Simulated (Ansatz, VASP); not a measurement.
## Mg5Te2 in VASP and in Ansatz

File INCAR:

```
SYSTEM = Mg5Te2
PREC     = Accurate       ! precision mode
ENCUT    = 600            ! plane-wave cutoff, eV
EDIFF    = 1E-7           ! SCF threshold, eV
ISMEAR   = 0              ! smearing method
SIGMA    = 0.2            ! smearing width, eV
LREAL    = .False.        ! projectors in reciprocal space
LASPH    = .True.         ! aspherical terms in the spheres
NELM     = 60             ! most SCF steps
ALGO     = Normal         ! electronic algorithm
ISIF     = 3              ! what is computed and relaxed
LWAVE    = .False.        ! write WAVECAR
LCHARG   = .False.        ! write CHGCAR
GGA      = PE             ! functional
IBRION   = 2              ! ionic algorithm
NSW      = 36             ! ionic steps
EDIFFG   = -0.08          ! ionic threshold
```

The input KPOINTS:

```
regular mesh
0
Gamma
  3 3 3
  0 0 0
```

Contents of POSCAR:

```
Mg5Te2
1.0
    5.1993027400      0.0000000000      0.0000000000
    0.0000000000      5.1993027400      0.0000000000
    0.0000000000      0.0000000000      6.2385056100
Mg Te
5 2
Direct
    0.0000000000      0.5000000000      0.7063162300
    0.5000000000      0.0000000000      0.7063162300
    0.0000000000      0.5000000000      0.2936837700
    0.5000000000      0.0000000000      0.2936837700
    0.0000000000      0.0000000000      0.0000000000
    0.5000000000      0.5000000000      0.0000000000
    0.5000000000      0.5000000000      0.5000000000
```

Input for Ansatz:

```yaml
crystal:
  lattice:
    - [5.19930274, 0.0, 0.0]
    - [0.0, 5.19930274, 0.0]
    - [0.0, 0.0, 6.23850561]
  atoms:
    - { symbol: Mg, position: [0.0, 0.5, 0.70631623] }
    - { symbol: Mg, position: [0.5, 0.0, 0.70631623] }
    - { symbol: Mg, position: [0.0, 0.5, 0.29368377] }
    - { symbol: Mg, position: [0.5, 0.0, 0.29368377] }
    - { symbol: Mg, position: [0.0, 0.0, 0.0] }
    - { symbol: Te, position: [0.5, 0.5, 0.0] }
    - { symbol: Te, position: [0.5, 0.5, 0.5] }
basis:
  ecutwfc: 420
kpoints:
  mp_grid: { grid: [3, 3, 3] }
hamiltonian:
  xc: pbe
scf:
  occupations: { method: gaussian, width: 0.2 }
  lower_state_search: "off"
output:
  forces: true
  stress: true
  eigenvalues: true
relax:
  adjacent_minimum: "off"
  f_tol: 0.08
  max_steps: 16
  cell: { stress_tol: 0.8 }
```

Alike in both runs: task relaxation of cell and atoms; functional PBE; k mesh 3 × 3 × 3; occupations gaussian, width 0.2 eV; no spin polarisation.

|  | VASP | Ansatz |
| --- | --- | --- |
| version | VASP 6.6.1 | Ansatz 0.2.0 |
| potentials or method | VASP PAW PBE potentials, release 64 (Mg, Te), cutoff 600 eV | scalar-relativistic, plane waves, PAW |
| valence electrons in the cell | 22 | 82 |

|  | VASP | Ansatz | Ansatz less VASP |
| --- | --- | --- | --- |
| gap on the k mesh at the Fermi level, each at its own relaxed structure (eV) | none | none | - |
| relaxed volume (Å³/atom) | 26.22 | 25.94 | -0.279 |
| relaxed cell length with the largest relative difference (Å) | 9.013 | 8.824 | -0.1890 |

A gap of «none» marks a metal or a gap that the smearing closes. VASP's potentials hold 22 valence electrons a cell and Ansatz's 82, so a difference there can come from the potentials and not from the codes.

The k mesh is coarse, so the values compare programs but aren't converged. Spin-orbit coupling is off throughout.
